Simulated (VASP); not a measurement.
# V (I4/mmm) in VASP: further runs

Runs on V. Level: PBE. Tasks: single point.

All numbers are computed with VASP 6.6.1; they aren't measurements. Logs are shortened: lines on timing, memory, paths and dates and some standing lists are left out, and cuts for length are marked.

### Step 1. The cell of the first run

The structure is tetragonal, space group I4/mmm (No. 139). The conventional cell has a = 2.911 Å, b = 2.911 Å, c = 3.211 Å, α = 90.00°, β = 90.00°, γ = 90.00°. Within 3.4 Å of V (site symmetry 4/mmm) lie 14 V at 2.61 to 3.21 Å.

### Step 2. Single point, PBE

INCAR reads:

```
SYSTEM = V
PREC     = Accurate       ! precision mode
ENCUT    = 520            ! plane-wave cutoff, eV
EDIFF    = 1E-6           ! SCF threshold, eV
ISMEAR   = 0              ! smearing method
SIGMA    = 0.15           ! smearing width, eV
LREAL    = .False.        ! projectors in reciprocal space
LASPH    = .True.         ! aspherical terms in the spheres
NELM     = 100            ! most SCF steps
ALGO     = Fast           ! electronic algorithm
ISIF     = 2              ! what is computed and relaxed
LWAVE    = .False.        ! write WAVECAR
LCHARG   = .True.         ! write CHGCAR
GGA      = PE             ! functional
LELF     = .True.         ! ELF
LVHAR    = .True.       
NBANDS   = 12             ! bands
```

KPOINTS reads:

```
regular mesh
0
Gamma
  24 24 24
  0 0 0
```

POSCAR reads:

```
V
1.0
    0.0000000000      2.0586270739      1.6057291176
    2.0586270739      0.0000000000      1.6057291176
    2.0586270739      2.0586270739      0.0000000000
V
1
Direct
    0.0000000000      0.0000000000      0.0000000000
```

Potentials or basis: VASP PAW PBE potentials, release 64 (V_sv).

Launch:

```console
cat potpaw_PBE.64/V_sv/POTCAR > POTCAR
mpirun -np 1 vasp_std > vasp.out
```

OUTCAR:

```text
SYSTEM = V
   PREC = Accurate
   ENCUT = 520
   EDIFF = 1E-6
   ISMEAR = 0
   LREAL = .False.
   LASPH = .True.
   NELM = 100
   ISIF = 2
   GGA = PE

 ion  position               nearest neighbor table
   1  0.000  0.000  0.000-

  LATTYP: Found a body centered tetragonal cell.
 ALAT       =     2.9113383278
 C/A-ratio  =     1.1030865786

  Lattice vectors:

 A1 = (   0.0000000000,  -2.0586270739,  -1.6057291176)
 A2 = (   0.0000000000,   2.0586270739,  -1.6057291176)
 A3 = (   2.0586270739,   0.0000000000,   1.6057291176)

Analysis of symmetry for initial positions (statically):
=====================================================================
 Subroutine PRICEL returns:
 Original cell was already a primitive cell.

 Routine SETGRP: Setting up the symmetry group for a
 body centered tetragonal supercell.

 Subroutine GETGRP returns: Found 16 space group operations
 (whereof 16 operations were pure point group operations)
 out of a pool of 16 trial point group operations.

The static configuration has the point symmetry D_4h.

Analysis of symmetry for dynamics (positions and initial velocities):
=====================================================================
 Subroutine PRICEL returns:
 Original cell was already a primitive cell.

 Routine SETGRP: Setting up the symmetry group for a
 body centered tetragonal supercell.

 Subroutine GETGRP returns: Found 16 space group operations
 (whereof 16 operations were pure point group operations)
 out of a pool of 16 trial point group operations.

The dynamic configuration has the point symmetry D_4h.

 Subroutine INISYM returns: Found 16 space group operations
 (whereof 16 operations are pure point group operations),
 and found     1 'primitive' translations

----------------------------------------------------------------------------------------

                                     Primitive cell

  volume of cell :      13.6100

  direct lattice vectors                    reciprocal lattice vectors
     0.000000000  2.058627074  1.605729118    -0.242880319  0.242880319  0.311385024
     2.058627074  0.000000000  1.605729118     0.242880319 -0.242880319  0.311385024
     2.058627074  2.058627074  0.000000000     0.242880319  0.242880319 -0.311385024

  length of vectors
     2.610806662  2.610806662  2.911338328     0.463618735  0.463618735  0.463618735

  position of ions in fractional coordinates (direct lattice)
     0.000000000  0.000000000  0.000000000

  ion indices of the primitive-cell ions
   primitive index   ion index
                 1           1

----------------------------------------------------------------------------------------

 KPOINTS: regular mesh

Automatic generation of k-mesh.
 Grid dimensions read from file:
 generate k-points for:   24   24   24

 Generating k-lattice:

  Cartesian coordinates                     Fractional coordinates (reciprocal lattice)
    -0.010120013  0.010120013  0.012974376     0.041666667 -0.000000000  0.000000000
     0.010120013 -0.010120013  0.012974376    -0.000000000  0.041666667  0.000000000
     0.010120013  0.010120013 -0.012974376     0.000000000  0.000000000  0.041666667

  Length of vectors
     0.019317447  0.019317447  0.019317447

  Shift w.r.t. Gamma in fractional coordinates (k-lattice)
     0.000000000  0.000000000  0.000000000

 Subroutine IBZKPT returns following result:
 ===========================================

 Found   1063 irreducible k-points:

 Following reciprocal coordinates:
            Coordinates               Weight
  0.000000  0.000000  0.000000      1.000000
  0.041667  0.000000  0.000000      8.000000
  0.083333  0.000000  0.000000      8.000000
  0.125000 -0.000000  0.000000      8.000000
  0.166667  0.000000  0.000000      8.000000
  0.208333  0.000000  0.000000      8.000000
[... 16 lines left out ...]
  0.416667  0.041667  0.000000      8.000000
  0.458333  0.041667  0.000000      8.000000
 [... further k-points ...]
   k-points           NKPTS =   1063   k-points in BZ     NKDIM =   1063   number of bands    NBANDS=     12
   number of dos      NEDOS =    301   number of ions     NIONS =      1
   total plane-waves  NPLWV =   9600
   dimension x,y,z NGX =    20 NGY =   20 NGZ =   24
   dimension x,y,z NGXF=    40 NGYF=   40 NGZF=   48
   ions per type =               1
   NGX,Y,Z   is equivalent  to a cutoff of  12.74, 12.74, 13.70 a.u.
   NGXF,Y,Z  is equivalent  to a cutoff of  25.47, 25.47, 27.41 a.u.
 SYSTEM =  V
   PREC   = accura    normal or accurate (medium, high low for compatibility)
   ISTART =      0    job   : 0-new  1-cont  2-samecut
   ICHARG =      2    charge: 1-file 2-atom 10-const
   ISPIN  =      1    spin polarized calculation?
   LNONCOLLINEAR =      F non collinear calculations
   LSORBIT =      F    spin-orbit coupling
   LASPH  =      T    aspherical Exc in radial PAW
   ENCUT  =  520.0 eV  38.22 Ry    6.18 a.u.   4.85  4.85  5.41*2*pi/ulx,y,z
   NELM   =    100;   NELMIN=  2; NELMDL= -5     # of ELM steps
   EDIFF  = 0.1E-05   stopping-criterion for ELM
   LREAL  =      F    real-space projection
   EDIFFG = 0.1E-04   stopping-criterion for IOM
   NSW    =      0    number of steps for IOM
   IBRION =     -1    ionic relax: 0-MD 1-quasi-New 2-CG
   NFREE  =      0    steps in history (QN), initial steepest desc. (CG)
   ISIF   =      2    stress and relaxation
   ISYM   =      2    0-nonsym 1-usesym 2-fastsym
   POTIM  = 0.5000    time-step for ionic-motion
   TEBEG  =    0.0;   TEEND  =   0.0 temperature during run
   PSTRESS=    0.0 pullay stress
   NELECT =      13.0000    total number of electrons
   NUPDOWN=      -1.0000    fix difference up-down
   EMIN   =  10.00;   EMAX   =-10.00  energy-range for DOS
   EFERMI =   0.00;   METHOD = LEGACY
   ISMEAR =     0;   SIGMA  =   0.15  broadening in eV -4-tet -1-fermi 0-gaus
   EFERMI_NEDOS =   21; number of points for ismear=-14 and -15
   IALGO  =     68    algorithm
   IMIX   =      4    mixing-type and parameters
     AMIX     =   0.40;   BMIX     =  1.00
     AMIX_MAG =   1.60;   BMIX_MAG =  1.00
  volume/ion in A,a.u.               =      13.61        91.84
  Fermi-wavevector in a.u.,A,eV,Ry     =   1.612266  3.046741 35.367013  2.599402
  Thomas-Fermi vector in A             =   2.707524
   LORBIT       =      0    0 simple, 1 ext, 2 COOP (PROOUT), +10 PAW based schemes
   GGA     = PE    functional components
   LHFCALC =     F    Hartree Fock is set to
   AEXX    =    0.0000 exact exchange contribution
   IVDW    =     0    specifies the selected vdW correction
   LEPSILON=     F    determine dielectric tensor
   LRPA    =     F    only Hartree local field effects (RPA)
 non-spin polarized calculation
 RMM-DIIS sequential band-by-band and
 Gauss-broadening in eV      SIGMA  =   0.15
  energy-cutoff  :      520.00
  volume of cell :       13.61
 maximum number of plane-waves:       394
   NGX =  9   NGY =  9   NGZ = 11

 number of electron      13.0000003 magnetization

 Free energy of the ion-electron system (eV)
  ---------------------------------------------------
  ext. energy  EPLUGINS =         0.00000000
  ---------------------------------------------------
  free energy    TOTEN  =        -8.96798732 eV

  energy without entropy =       -8.94782062  energy(sigma->0) =       -8.95790397

 E-fermi :   9.6219     XC(G=0): -12.8477

 val. band max:        9.6215596536   @ k =  -0.1667   0.1250   0.0000
 cond. band min:       9.6244562233   @ k =  -0.1667   0.3750   0.2917
 fundamental gap:      0.0028965697
 Fermi energy:         9.6219091981

 k-point     1 :       0.0000    0.0000    0.0000
  band No.  band energies     occupation
      1     -54.1484      2.00000
      2     -27.4667      2.00000
      3     -27.4667      2.00000
      4     -27.4657      2.00000
      5       3.0163      2.00000
      6       9.8105      0.07546
      7       9.8105      0.07546
      8      10.5218      0.00000
      9      11.4944      0.00000
     10      12.2920      0.00000
     11      28.8292      0.00000
     12      30.7042      0.00000

 k-point     2 :       0.0417    0.0000    0.0000
  band No.  band energies     occupation
      1     -54.1453      2.00000
      2     -27.4818      2.00000
      3     -27.4708      2.00000
      4     -27.4662      2.00000
      5       3.0842      2.00000
      6       9.8067      0.08145
      7       9.8259      0.05440
      8      10.5265      0.00000
      9      11.4750      0.00000
     10      12.2762      0.00000
     11      28.8254      0.00000
     12      30.5833      0.00000

 k-point     3 :       0.0833    0.0000    0.0000
  band No.  band energies     occupation
      1     -54.1362      2.00000
      2     -27.5274      2.00000
      3     -27.4831      2.00000
      4     -27.4663      2.00000
      5       3.2850      2.00000
      6       9.7898      0.11337
      7       9.8500      0.03152
      8      10.5640      0.00000
      9      11.4241      0.00000
     10      12.2355      0.00000
     11      28.7583      0.00000
     12      30.1771      0.00000
[... 286 lines left out ...]
 k-point    23 :       0.4167    0.0417    0.0000
  band No.  band energies     occupation
      1     -53.9748      2.00000
      2     -28.2777      2.00000
      3     -27.6974      2.00000
      4     -27.4763      2.00000
      5       6.4600      2.00000
      6       8.9625      2.00000
      7      10.1681      0.00000
      8      11.4307      0.00000
      9      12.4954      0.00000
     10      13.2669      0.00000
     11      20.4364      0.00000
     12      26.2133      0.00000

 k-point    24 :       0.4583    0.0417    0.0000
  band No.  band energies     occupation
      1     -53.9650      2.00000
      2     -28.3218      2.00000
      3     -27.7088      2.00000
      4     -27.4779      2.00000
      5       6.5090      2.00000
      6       8.8981      2.00000
      7      10.5068      0.00000
      8      11.4207      0.00000
      9      12.6513      0.00000
     10      13.4746      0.00000
     11      19.6852      0.00000
     12      25.9836      0.00000

 [... further k-points ...]

------------------------ aborting loop because EDIFF is reached ----------------------------------------

  FORCE on cell =-STRESS in cart. coord.  units (eV):
  Direction    XX          YY          ZZ          XY          YZ          ZX
  --------------------------------------------------------------------------------------
  -------------------------------------------------------------------------------------
  Total        0.2595155      0.2595155     -0.7271699      0.0000000      0.0000000     -0.0000000
  in kB       30.5503563     30.5503563    -85.6029673      0.0000000      0.0000000     -0.0000000
  external PRESSURE =      -8.1674182 kB  Pullay stress =       0.0000000 kB

 VOLUME and BASIS-vectors are now :
 -----------------------------------------------------------------------------
  energy-cutoff  :      520.00
  volume of cell :       13.61
      direct lattice vectors                 reciprocal lattice vectors
     0.000000000  2.058627074  1.605729118    -0.242880319  0.242880319  0.311385024
     2.058627074  0.000000000  1.605729118     0.242880319 -0.242880319  0.311385024
     2.058627074  2.058627074  0.000000000     0.242880319  0.242880319 -0.311385024

 POSITION                                       TOTAL-FORCE (eV/Angst)
 -----------------------------------------------------------------------------------
      0.00000      0.00000      0.00000        -0.000000      0.000000     -0.000000
 -----------------------------------------------------------------------------------
    total drift:                                0.000000     -0.000000      0.000000

  FREE ENERGIE OF THE ION-ELECTRON SYSTEM (eV)
  ---------------------------------------------------
  free  energy   TOTEN  =        -8.9679873242 eV

  energy  without entropy=       -8.9478206224  energy(sigma->0) =       -8.95790397
```

Run time: 2 min. Hardware: 1 thread of Intel Xeon 6975P-C, shared host; peak memory 0.28 GiB.

Results:

- Free energy: -8.9680 eV
- Pressure: -0.8 GPa

Stress tensor (GPa, compression positive):
```
 3.06  0.00  0.00
 0.00  3.06  0.00
 0.00  0.00 -8.56
```

### Step 3. Single point, PBE

This run uses another cell than the first one, of the same volume but with other edges.

INCAR reads:

```
  PREC = Accurate
  ENCUT = 520
  EDIFF = 1E-6
  ISMEAR = 0
  SIGMA = 0.15
  LREAL = False
  LASPH = True
  NELM = 100
  ALGO = Fast
  ISIF = 2
  LWAVE = False
  LCHARG = True
  GGA = PE
  LELF = True
  LVHAR = True
  NBANDS = 12
```

KPOINTS reads:

```
regular mesh
0
Gamma
  24 24 24
```

POSCAR reads:

```
V
1.0
    0.0000000000      1.7363133198      2.2572073157
    1.7363133198      0.0000000000      2.2572073157
    1.7363133198      1.7363133198      0.0000000000
V
1
Direct
    0.0000000000      0.0000000000      0.0000000000
```

Potentials or basis: VASP PAW PBE potentials, release 64 (V_sv).

Launch:

```console
cat potpaw_PBE.64/V_sv/POTCAR > POTCAR
mpirun -np 1 vasp_std > vasp.out
```

Run time: 1.7 min. Hardware: 1 thread of Intel Xeon 6975P-C, shared host; peak memory 0.28 GiB.

Results (log left out):

| Property | Result |
| --- | --- |
| Free energy | -8.9064 eV |
| Pressure | 0.2 GPa |

Stress tensor (GPa, compression positive):
```
 1.20  0.00  0.00
 0.00  1.20  0.00
 0.00  0.00 -1.72
```

Levels at points of the mesh, in eV from the Fermi level:
| k point | band 4 | band 5 | band 6 | band 7 | band 8 | band 9 | band 10 | band 11 |
| --- | --- | --- | --- | --- | --- | --- | --- | --- |
| (0.00, 0.00, 0.00) | -37.04 | -6.65 | -1.10 | 0.31 | 1.48 | 1.48 | 3.41 | 18.67 |
| (0.50, 0.00, 0.00) | -37.01 | -3.17 | -0.76 | 1.28 | 1.41 | 3.10 | 3.51 | 9.74 |
| (0.50, 0.50, 0.00) | -37.15 | -3.35 | -2.30 | 0.52 | 3.51 | 3.51 | 3.73 | 8.79 |
| (0.50, 0.00, 0.50) | -37.39 | -3.42 | -2.23 | 2.41 | 2.91 | 4.76 | 5.83 | 12.04 |

[end of part 1 of 2]
